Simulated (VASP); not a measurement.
# Mg3Ti (I4/mmm) in VASP: notebook

Runs on Mg3Ti. Level: PBE. Tasks: single point.

Everything below comes from runs of VASP 6.6.1. Logs are shortened: lines on timing, memory, paths and dates and some standing lists are left out, and cuts for length are marked.

### Step 1. The cell of the first run

It takes space group I4/mmm (No. 139, tetragonal). Conventional cell: a = 4.431 Å, b = 4.431 Å, c = 8.813 Å, α = 90.00°, β = 90.00°, γ = 90.00°. Ti (site symmetry 4/mmm) has 12 Mg at 3.12 to 3.13 Å within 4.1 Å. Mg (site symmetry -4m2) has 4 Ti at 3.12 Å and 8 Mg at 3.12 to 3.13 Å within 4.1 Å. Within 4.1 Å of Mg (site symmetry 4/mmm) lie 8 Mg at 3.12 Å and 4 Ti at 3.13 Å.

### Step 2. Single point, PBE

INCAR reads:

```
PREC = Accurate
ENCUT = 520
EDIFF = 1E-6
ISMEAR = -1
SIGMA = 0.05
LREAL = F
LASPH = T
NELM = 100
ALGO = Fast
ISIF = 2
LWAVE = F
LCHARG = T
GGA = PE
LELF = T
LVHAR = T
NBANDS = 17
```

KPOINTS reads:

```
Automatic mesh
0
Gamma
  9 9 9
```

POSCAR reads:

```
Mg3Ti
1.0
   -2.2155463851      2.2155463851      4.4065643946
    2.2155463851     -2.2155463851      4.4065643946
    2.2155463851      2.2155463851     -4.4065643946
Ti Mg
1 3
Direct
    0.0000000000      0.0000000000      0.0000000000
    0.7500000000      0.2500000000      0.5000000000
    0.2500000000      0.7500000000      0.5000000000
    0.5000000000      0.5000000000      0.0000000000
```

Potentials or basis: VASP PAW PBE potentials, release 64 (Ti_sv, Mg).

Started as:

```console
cat potpaw_PBE.64/Ti_sv/POTCAR potpaw_PBE.64/Mg/POTCAR > POTCAR
mpirun -np 1 vasp_std > vasp.out
```

OUTCAR:

```text
PREC = Accurate
   ENCUT = 520
   EDIFF = 1E-6
   ISMEAR = -1
   LREAL = F
   LASPH = T
   NELM = 100
   ISIF = 2
   GGA = PE

 ion  position               nearest neighbor table
   1  0.000  0.000  0.000-   2 3.12   3 3.12   2 3.12   3 3.12   2 3.12   3 3.12   2 3.12   3 3.12
                             4 3.13   4 3.13   4 3.13   4 3.13
   2  0.750  0.250  0.500-   1 3.12   4 3.12   1 3.12   4 3.12   4 3.12   1 3.12   4 3.12   1 3.12
                             3 3.13   3 3.13   3 3.13   3 3.13
   3  0.250  0.750  0.500-   1 3.12   4 3.12   1 3.12   4 3.12   1 3.12   4 3.12   1 3.12   4 3.12
                             2 3.13   2 3.13   2 3.13   2 3.13
   4  0.500  0.500  0.000-   2 3.12   3 3.12   2 3.12   3 3.12   3 3.12   2 3.12   3 3.12   2 3.12
                             1 3.13   1 3.13   1 3.13   1 3.13

  LATTYP: Found a body centered tetragonal cell.
 ALAT       =     4.4310927702
 C/A-ratio  =     1.9889289722

  Lattice vectors:

 A1 = (  -2.2155463851,   2.2155463851,   4.4065643946)
 A2 = (   2.2155463851,  -2.2155463851,   4.4065643946)
 A3 = (   2.2155463851,   2.2155463851,  -4.4065643946)

Analysis of symmetry for initial positions (statically):
=====================================================================
 Subroutine PRICEL returns:
 Original cell was already a primitive cell.

 Routine SETGRP: Setting up the symmetry group for a
 body centered tetragonal supercell.

 Subroutine GETGRP returns: Found 16 space group operations
 (whereof 16 operations were pure point group operations)
 out of a pool of 16 trial point group operations.

The static configuration has the point symmetry D_4h.

Analysis of symmetry for dynamics (positions and initial velocities):
=====================================================================
 Subroutine PRICEL returns:
 Original cell was already a primitive cell.

 Routine SETGRP: Setting up the symmetry group for a
 body centered tetragonal supercell.

 Subroutine GETGRP returns: Found 16 space group operations
 (whereof 16 operations were pure point group operations)
 out of a pool of 16 trial point group operations.

The dynamic configuration has the point symmetry D_4h.

 Subroutine INISYM returns: Found 16 space group operations
 (whereof 16 operations are pure point group operations),
 and found     1 'primitive' translations

----------------------------------------------------------------------------------------

                                     Primitive cell

  volume of cell :      86.5211

  direct lattice vectors                    reciprocal lattice vectors
    -2.215546385  2.215546385  4.406564395     0.000000000  0.225677965  0.113467081
     2.215546385 -2.215546385  4.406564395     0.225677965  0.000000000  0.113467081
     2.215546385  2.215546385 -4.406564395     0.225677965  0.225677965  0.000000000

  length of vectors
     5.406949355  5.406949355  5.406949355     0.252597155  0.252597155  0.319156839

  position of ions in fractional coordinates (direct lattice)
     0.000000000  0.000000000  0.000000000
     0.750000000  0.250000000  0.500000000
     0.250000000  0.750000000  0.500000000
     0.500000000  0.500000000  0.000000000

  ion indices of the primitive-cell ions
   primitive index   ion index
                 1           1
                 2           2
                 3           3
                 4           4

----------------------------------------------------------------------------------------

 KPOINTS: Automatic mesh

Automatic generation of k-mesh.
 Grid dimensions read from file:
 generate k-points for:    9    9    9

 Generating k-lattice:

  Cartesian coordinates                     Fractional coordinates (reciprocal lattice)
     0.000000000  0.025075329  0.012607453     0.111111111  0.000000000  0.000000000
     0.025075329  0.000000000  0.012607453     0.000000000  0.111111111  0.000000000
     0.025075329  0.025075329  0.000000000     0.000000000  0.000000000  0.111111111

  Length of vectors
     0.028066351  0.028066351  0.035461871

  Shift w.r.t. Gamma in fractional coordinates (k-lattice)
     0.000000000  0.000000000  0.000000000

 Subroutine IBZKPT returns following result:
 ===========================================

 Found     75 irreducible k-points:

 Following reciprocal coordinates:
            Coordinates               Weight
  0.000000  0.000000  0.000000      1.000000
  0.111111  0.000000 -0.000000      8.000000
  0.222222  0.000000 -0.000000      8.000000
  0.333333 -0.000000  0.000000      8.000000
  0.444444  0.000000 -0.000000      8.000000
  0.111111  0.111111  0.000000      8.000000
[... 16 lines left out ...]
 -0.333333  0.333333  0.000000      4.000000
  0.444444  0.444444 -0.000000      8.000000
 [... further k-points ...]
   k-points           NKPTS =     75   k-points in BZ     NKDIM =     75   number of bands    NBANDS=     17
   number of dos      NEDOS =    301   number of ions     NIONS =      4
   total plane-waves  NPLWV =  64000
   dimension x,y,z NGX =    40 NGY =   40 NGZ =   40
   dimension x,y,z NGXF=    80 NGYF=   80 NGZF=   80
   ions per type =               1   3
   NGX,Y,Z   is equivalent  to a cutoff of  12.30, 12.30, 12.30 a.u.
   NGXF,Y,Z  is equivalent  to a cutoff of  24.60, 24.60, 24.60 a.u.
 SYSTEM =  unknown system
   PREC   = accura    normal or accurate (medium, high low for compatibility)
   ISTART =      0    job   : 0-new  1-cont  2-samecut
   ICHARG =      2    charge: 1-file 2-atom 10-const
   ISPIN  =      1    spin polarized calculation?
   LNONCOLLINEAR =      F non collinear calculations
   LSORBIT =      F    spin-orbit coupling
   LASPH  =      T    aspherical Exc in radial PAW
   ENCUT  =  520.0 eV  38.22 Ry    6.18 a.u.  10.05 10.05 10.05*2*pi/ulx,y,z
   NELM   =    100;   NELMIN=  2; NELMDL= -5     # of ELM steps
   EDIFF  = 0.1E-05   stopping-criterion for ELM
   LREAL  =      F    real-space projection
   EDIFFG = 0.1E-04   stopping-criterion for IOM
   NSW    =      0    number of steps for IOM
   IBRION =     -1    ionic relax: 0-MD 1-quasi-New 2-CG
   NFREE  =      0    steps in history (QN), initial steepest desc. (CG)
   ISIF   =      2    stress and relaxation
   ISYM   =      2    0-nonsym 1-usesym 2-fastsym
   POTIM  = 0.5000    time-step for ionic-motion
   TEBEG  =    0.0;   TEEND  =   0.0 temperature during run
   PSTRESS=    0.0 pullay stress
   NELECT =      18.0000    total number of electrons
   NUPDOWN=      -1.0000    fix difference up-down
   EMIN   =  10.00;   EMAX   =-10.00  energy-range for DOS
   EFERMI =   0.00;   METHOD = LEGACY
   ISMEAR =    -1;   SIGMA  =   0.05  broadening in eV -4-tet -1-fermi 0-gaus
   EFERMI_NEDOS =   21; number of points for ismear=-14 and -15
   IALGO  =     68    algorithm
   IMIX   =      4    mixing-type and parameters
     AMIX     =   0.40;   BMIX     =  1.00
     AMIX_MAG =   1.60;   BMIX_MAG =  1.00
  volume/ion in A,a.u.               =      21.63       145.97
  Fermi-wavevector in a.u.,A,eV,Ry     =   0.970045  1.833119 12.802901  0.940987
  Thomas-Fermi vector in A             =   2.100147
   LORBIT       =      0    0 simple, 1 ext, 2 COOP (PROOUT), +10 PAW based schemes
   GGA     = PE    functional components
   LHFCALC =     F    Hartree Fock is set to
   AEXX    =    0.0000 exact exchange contribution
   IVDW    =     0    specifies the selected vdW correction
   LEPSILON=     F    determine dielectric tensor
   LRPA    =     F    only Hartree local field effects (RPA)
 non-spin polarized calculation
 RMM-DIIS sequential band-by-band and
  energy-cutoff  :      520.00
  volume of cell :       86.52
 maximum number of plane-waves:      2357
   NGX = 21   NGY = 21   NGZ = 21

 number of electron      17.9999999 magnetization

 Free energy of the ion-electron system (eV)
  ---------------------------------------------------
  ext. energy  EPLUGINS =         0.00000000
  ---------------------------------------------------
  free energy    TOTEN  =       -11.39118158 eV

  energy without entropy =      -11.34652736  energy(sigma->0) =      -11.36885447

 E-fermi :   3.4965     XC(G=0):  -9.1300

 val. band max:        3.4956002677   @ k =   0.1111   0.1111   0.1111
 cond. band min:       3.5076995395   @ k =  -0.2222   0.3333   0.2222
 fundamental gap:      0.0120992718
 Fermi energy:         3.4965161800

 k-point     1 :       0.0000    0.0000    0.0000
  band No.  band energies     occupation
      1     -53.7178      2.00000
      2     -30.0002      2.00000
      3     -29.9523      2.00000
      4     -29.9523      2.00000
      5      -3.0581      2.00000
      6       2.9295      1.99998
[... 9 lines left out ...]
     16       7.4154      0.00000
     17       7.6956      0.00000

 k-point     2 :       0.1111    0.0000   -0.0000
  band No.  band energies     occupation
      1     -53.7177      2.00000
      2     -30.0002      2.00000
      3     -29.9527      2.00000
      4     -29.9523      2.00000
      5      -2.9356      2.00000
      6       2.7253      2.00000
[... 9 lines left out ...]
     16       7.5630      0.00000
     17       7.8786      0.00000

 k-point     3 :       0.2222    0.0000   -0.0000
  band No.  band energies     occupation
      1     -53.7177      2.00000
      2     -30.0002      2.00000
      3     -29.9537      2.00000
      4     -29.9523      2.00000
      5      -2.5711      2.00000
      6       1.9949      2.00000
[... 9 lines left out ...]
     16       8.0193      0.00000
     17       8.3453      0.00000

 k-point     4 :       0.3333   -0.0000    0.0000
  band No.  band energies     occupation
      1     -53.7177      2.00000
      2     -30.0003      2.00000
      3     -29.9549      2.00000
      4     -29.9522      2.00000
      5      -1.9740      2.00000
      6       0.9421      2.00000
[... 9 lines left out ...]
     16       8.4020      0.00000
     17       9.1644      0.00000
[... 343 lines left out ...]
      1     -53.7176      2.00000
      2     -30.0000      2.00000
      3     -29.9554      2.00000
      4     -29.9546      2.00000
      5      -0.7017      2.00000
      6       1.2602      2.00000
[... 9 lines left out ...]
     16       6.9396      0.00000
     17       8.5843      0.00000

 k-point    23 :      -0.3333    0.3333    0.0000
  band No.  band energies     occupation
      1     -53.7176      2.00000
      2     -30.0001      2.00000
      3     -29.9548      2.00000
      4     -29.9546      2.00000
      5      -1.3513      2.00000
      6       1.9389      2.00000
[... 9 lines left out ...]
     16       6.4643      0.00000
     17       8.0219      0.00000

 k-point    24 :       0.4444    0.4444   -0.0000
  band No.  band energies     occupation
      1     -53.7176      2.00000
      2     -30.0000      2.00000
      3     -29.9554      2.00000
      4     -29.9552      2.00000
      5       0.4351      2.00000
      6       0.8232      2.00000
[... 9 lines left out ...]
     16       7.6840      0.00000
     17       8.4474      0.00000

 [... further k-points ...]
[... 5 lines left out ...]
  --------------------------------------------------------------------------------------
  -------------------------------------------------------------------------------------
  Total       -0.7170189     -0.7170189     -1.1517808      0.0000000     -0.0000000     -0.0000000
  in kB      -13.2775943    -13.2775943    -21.3284169      0.0000000     -0.0000000     -0.0000000
  external PRESSURE =     -15.9612018 kB  Pullay stress =       0.0000000 kB

 VOLUME and BASIS-vectors are now :
 -----------------------------------------------------------------------------
  energy-cutoff  :      520.00
  volume of cell :       86.52
      direct lattice vectors                 reciprocal lattice vectors
    -2.215546385  2.215546385  4.406564395     0.000000000  0.225677965  0.113467081
     2.215546385 -2.215546385  4.406564395     0.225677965  0.000000000  0.113467081
     2.215546385  2.215546385 -4.406564395     0.225677965  0.225677965  0.000000000

 POSITION                                       TOTAL-FORCE (eV/Angst)
 -----------------------------------------------------------------------------------
      0.00000      0.00000      0.00000         0.000000      0.000000     -0.000000
     -0.00000      2.21555      2.20328         0.000000     -0.000000     -0.000000
      2.21555     -0.00000      2.20328        -0.000000      0.000000      0.000000
      0.00000      0.00000      4.40656         0.000000      0.000000     -0.000000
 -----------------------------------------------------------------------------------
    total drift:                               -0.000000     -0.000000      0.000000

  FREE ENERGIE OF THE ION-ELECTRON SYSTEM (eV)
  ---------------------------------------------------
  free  energy   TOTEN  =       -11.3911815780 eV

  energy  without entropy=      -11.3465273629  energy(sigma->0) =      -11.36885447
```

Run time: 5.8 min. Hardware: 1 thread of AMD EPYC 7R13 (Zen 3), shared host; peak memory 0.28 GiB.

What came out:

* Free energy: -11.3912 eV
* Pressure: -1.6 GPa
* Band gap on the k mesh: zero (band 9 reaches 3.89 eV, above the bottom of band 10 at 2.80 eV)

Stress tensor (GPa, compression positive):
```
-1.33  0.00  0.00
 0.00 -1.33  0.00
 0.00  0.00 -2.13
```

(Continued in part 2 of 2.)
